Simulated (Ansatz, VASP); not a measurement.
**LiBe in VASP and in Ansatz**

POSCAR

```
LiBe
1.0
    2.2959861536      0.0000000000      0.0000000000
    0.0000000000      3.6127729800      0.0000000000
   -0.4017425219      0.0000000000      5.5135259934
Be Li
2 2
Direct
    0.2435819200      0.7500000000      0.4238283600
    0.7564180800      0.2500000000      0.5761716400
    0.2631524400      0.7500000000      0.8451422600
    0.7368475600      0.2500000000      0.1548577400
```

File INCAR.step1:

```
PREC = Accurate
ENCUT = 520
EDIFF = 1E-5
ISMEAR = -1
SIGMA = 0.05
LREAL = F
LASPH = T
NELM = 80
ALGO = Normal
ISIF = 2
LWAVE = T
LCHARG = F
GGA = PE
NBANDS = 13
```

INCAR.step2

```
PREC = Accurate
ENCUT = 520
EDIFF = 1E-7
ISMEAR = -1
SIGMA = 0.05
LREAL = F
LASPH = T
NELM = 80
ALGO = Normal
ISIF = 2
LWAVE = F
LCHARG = F
GGA = PE
LHFCALC = T
HFSCREEN = 0.2079
PRECFOCK = Normal
ISTART = 1
NBANDS = 13
```

KPOINTS

```
regular mesh
0
Gamma
  7 4 3
```

input.yaml

```yaml
crystal:
  lattice:
    - [2.2959861536, 0.0, 0.0]
    - [0.0, 3.61277298, 0.0]
    - [-0.4017425219, 0.0, 5.5135259934]
  atoms:
    - { symbol: Be, position: [0.24358192, 0.75, 0.42382836] }
    - { symbol: Be, position: [0.75641808, 0.25, 0.57617164] }
    - { symbol: Li, position: [0.26315244, 0.75, 0.84514226] }
    - { symbol: Li, position: [0.73684756, 0.25, 0.15485774] }
hamiltonian:
  xc: hse06
  pseudopotentials: { kind: paw }
kpoints:
  mp_grid: { grid: [7, 4, 3] }
scf:
  occupations: { method: fermi_dirac, width: 0.05 }
  n_extra_bands: 10
output:
  forces: true
  stress: true
  eigenvalues: true
  dos: { projected: true, de: 0.05 }
```

Alike in both runs: functional HSE06; k mesh 7 × 4 × 3; occupations fermi-dirac, width 0.05 eV; no spin polarisation.

```csv
,VASP,Ansatz
version,VASP 6.6.1,Ansatz 0.2.0
potentials or method,"VASP PAW PBE potentials, release 64 (Be, Li_sv)",Ansatz PAW
plane-wave cutoff (eV),520,420
valence electrons in the cell,10,10
task,single point,projected density of states
```

```csv
,VASP,Ansatz,Ansatz less VASP
gap on the k mesh at the Fermi level (eV),none,none,-
rms of the force components (eV/Å),0.069,0.070,+0.0016
```

Atom by atom the forces differ by 0.002 eV/Å (rms over components). A gap of «none» marks a metal or a gap that the smearing closes.

The k mesh is coarse, so the values compare programs but aren't converged. Noted on VASP's run: the cutoff is short for stress, so the pressure is rough.
